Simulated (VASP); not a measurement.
Here is a VASP 6.6.1 calculation.

The input INCAR:

```
PREC = Accurate ; ENCUT = 520
EDIFF = 1E-7 ; ISMEAR = -1
SIGMA = 0.1 ; LREAL = F
LASPH = T ; NELM = 60
ALGO = Normal ; ISIF = 2
LWAVE = F ; LCHARG = F
GGA = RP ; NBANDS = 8
```

File KPOINTS:

```
Automatic mesh
0
Gamma
  16 16 16
```

POSCAR

```
P
1.0
   -1.5127090364      1.5127090364      1.5127090364
    1.5127090364     -1.5127090364      1.5127090364
    1.5127090364      1.5127090364     -1.5127090364
P
1
Direct
    0.0000000000      0.0000000000      0.0000000000
```

Potentials or basis: VASP PAW PBE potentials, release 64 (P).

Launch:

```bash
$ cat potpaw_PBE.64/P/POTCAR > POTCAR
$ mpirun -np 1 vasp_std > vasp.out
```

Q: Estimate the pressure.

A: 3.5 GPa.

Caveat: the PAW data sets were made with another functional, which shifts forces and pressure a little.
